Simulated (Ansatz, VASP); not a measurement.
Two plane-wave programs on PbS

The input INCAR:

```
ALGO = Normal
EDIFF = 1E-6
ENCUT = 520
GGA = PE
ISIF = 2
ISMEAR = 0
LASPH = T
LCHARG = F
LREAL = F
LWAVE = F
NBANDS = 17
NELM = 80
PREC = Accurate
SIGMA = 0.03
```

Contents of KPOINTS:

```
k-points
0
Gamma
  10 10 10
```

File POSCAR:

```
PbS
1.0
    0.0000000000      2.9650000000      2.9650000000
    2.9650000000      0.0000000000      2.9650000000
    2.9650000000      2.9650000000      0.0000000000
Pb S
1 1
Direct
    0.0000000000      0.0000000000      0.0000000000
    0.5012170115      0.5012170115      0.5012170115
```

Input for Ansatz:

```yaml
crystal:
  lattice:
    - [0.0, 2.965, 2.965]
    - [2.965, 0.0, 2.965]
    - [2.965, 2.965, 0.0]
  atoms:
    - { symbol: Pb, position: [0.0, 0.0, 0.0] }
    - { symbol: S, position: [0.5012170115, 0.5012170115, 0.5012170115] }
basis:
  ecutwfc: 420
kpoints:
  mp_grid: { grid: [10, 10, 10] }
hamiltonian:
  xc: pbe
scf:
  occupations: { method: gaussian, width: 0.03 }
output:
  forces: true
  stress: true
  eigenvalues: true
```

Change from the starting cell: all S atoms moved +0.013 Å, as atom 2 along Cartesian [1 1 1].

Alike in both runs: task single point; functional PBE; k mesh 10 × 10 × 10; occupations gaussian, width 0.03 eV; no spin polarisation.

|  | VASP | Ansatz |
| --- | --- | --- |
| version | VASP 6.6.1 | Ansatz 0.2.0 |
| potentials or method | VASP PAW PBE potentials, release 64 (Pb_d, S), cutoff 520 eV | scalar-relativistic, plane waves, PAW |
| valence electrons in the cell | 20 | 20 |

Ansatz gave:

- gap on the k mesh at the Fermi level (eV): 0.35
- least direct gap on the mesh (eV): 0.35
- pressure (GPa): 2.3
- rms of the force components (eV/Å): 0.004

**Question.** Estimate VASP's values.

**Answer.** gap on the k mesh at the Fermi level (eV): 0.36; least direct gap on the mesh (eV): 0.36; pressure (GPa): 2.2; rms of the force components (eV/Å): 0.004.

Atom by atom the forces differ by 0.000 eV/Å (rms over components).

Spin-orbit coupling is off throughout.
